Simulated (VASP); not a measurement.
Write the native input for VASP 6.6.1 that does the following.

```
Task                   : single point
Functional             : PBEsol
Potentials or basis    : VASP PAW PBE potentials, release 64 (Zr_sv, N)
Cutoff                 : 520 eV
k mesh                 : 10 × 10 × 14
Occupations            : gaussian, width 0.15 eV
Spin                   : no spin polarisation
Dipole correction      : no
Further INCAR settings : ALGO = Normal; EDIFF = 1e-06; NBANDS = 38
```

The structure of Zr2N lies in POSCAR:

```
Zr2N
1.0
    5.7996527512      0.0000000000      0.0000000000
    0.0000000000      5.7996527512      0.0000000000
    0.0000000000      0.0000000000      3.0108131591
Zr N
4 2
Direct
    0.2962523213      0.2962523213      0.0000000000
    0.7037476787      0.7037476787      0.0000000000
    0.7962523213      0.2037476787      0.5000000000
    0.2037476787      0.7962523213      0.5000000000
    0.0000000000      0.0000000000      0.0000000000
    0.5000000000      0.5000000000      0.5000000000
```

This cell differs from its parent crystal: strain +0.080 along x and y, -0.080 along z.

One way to write it, as run:

INCAR

```
SYSTEM = Zr2N
PREC = Accurate ; ENCUT = 520
EDIFF = 1E-6 ; ISMEAR = 0
SIGMA = 0.15 ; LREAL = .FALSE.
LASPH = .TRUE. ; NELM = 80
ALGO = Normal ; ISIF = 2
LWAVE = .FALSE. ; LCHARG = .FALSE.
GGA = PS ; NBANDS = 38
```

KPOINTS

```
Automatic mesh
0
G
  10 10 14
  0 0 0
```

Potentials or basis: VASP PAW PBE potentials, release 64 (Zr_sv, N).

Launch:

```console
$ cat potpaw_PBE.64/Zr_sv/POTCAR potpaw_PBE.64/N/POTCAR > POTCAR
$ mpirun -np 1 vasp_std > vasp.out
```

Results of the run:

| Property | Result |
| --- | --- |
| Pressure | -8.6 GPa |
| Largest force | 0.476 eV/Å |
| Band gap on the k mesh | zero (band 29 reaches 9.81 eV, above the bottom of band 30 at 8.40 eV) |

Caveat: the cell differs from its parent crystal (strain +0.080 along x and y, -0.080 along z); the PAW data sets were made with another functional, which shifts forces and pressure a little.

It took 9.7 min on 1 thread of Intel(R) Xeon(R) Platinum 8259CL CPU @ 2.50GHz (Skylake/Cascade Lake), with other jobs on the host, peak memory 0.58 GiB.
